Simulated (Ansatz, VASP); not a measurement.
## One calculation of AlN, two programs

File INCAR:

```
SYSTEM = AlN
ALGO = Normal
EDIFF = 1E-8
ENCUT = 520
GGA = PS
ISIF = 2
ISMEAR = -1
LASPH = .True.
LCHARG = .False.
LEFG = .True.
LREAL = .False.
LWAVE = .False.
NBANDS = 16
NELM = 80
PREC = Accurate
SIGMA = 0.02
```

The input KPOINTS:

```
k-points
0
Gamma
  11 11 6
  0 0 0
```

POSCAR

```
AlN
1.0
    3.1519410852      0.0000000000      0.0000000000
   -1.5759705426      2.7296610510      0.0000000000
    0.0000000000      0.0000000000      5.0435075122
Al N
2 2
Direct
    0.3333333333      0.6666666667      0.0000000000
    0.6666666667      0.3333333333      0.5000000000
    0.3333333333      0.6666666667      0.3850000000
    0.6666666667      0.3333333333      0.8850000000
```

Input for Ansatz:

```yaml
crystal:
  lattice:
    - [3.1519410852, 0.0, 0.0]
    - [-1.5759705426, 2.729661051, 0.0]
    - [0.0, 0.0, 5.0435075122]
  atoms:
    - { symbol: Al, position: [0.3333333333, 0.6666666667, 0.0] }
    - { symbol: Al, position: [0.6666666667, 0.3333333333, 0.5] }
    - { symbol: "N", position: [0.3333333333, 0.6666666667, 0.385] }
    - { symbol: "N", position: [0.6666666667, 0.3333333333, 0.885] }
kpoints:
  mp_grid: { grid: [11, 11, 6] }
scf:
  occupations: { method: fermi_dirac, width: 0.02 }
hamiltonian:
  xc: pbesol
  pseudopotentials: { kind: paw }
output:
  forces: true
  stress: true
  eigenvalues: true
  efg: { contact_densities: true }
```

Change from the starting cell: volume scaled by 1.04, PAW files.

Alike in both runs: task electric field gradients; functional PBEsol; k mesh 11 × 11 × 6; occupations fermi-dirac, width 0.02 eV; no spin polarisation.

|  | VASP | Ansatz |
| --- | --- | --- |
| version | VASP 6.6.1 | Ansatz 0.2.0 |
| potentials or method | VASP PAW PBE potentials, release 64 (Al, N) | PAW with Ansatz's default frozen-core files, scalar-relativistic |
| plane-wave cutoff (eV) | 520 | 420 |
| valence electrons in the cell | 16 | 16 |

Ansatz gave:

- gap on the k mesh at the Fermi level (eV): 3.74
- pressure (GPa): -6.8
- traceless stress, the component that is largest in VASP (GPa): -0.68
- rms of the force components (eV/Å): 0.101
- size of Vzz on the site where it differs most (V/Å²): 0.1

What did VASP give for the same quantities?

gap on the k mesh at the Fermi level (eV): 3.75; pressure (GPa): -6.9; traceless stress, the component that is largest in VASP (GPa): -0.69; rms of the force components (eV/Å): 0.101; size of Vzz on the site where it differs most (V/Å²): 0.4.

VASP's potentials were made for PBE, not for PBEsol. Atom by atom the forces differ by 0.001 eV/Å (rms over components).
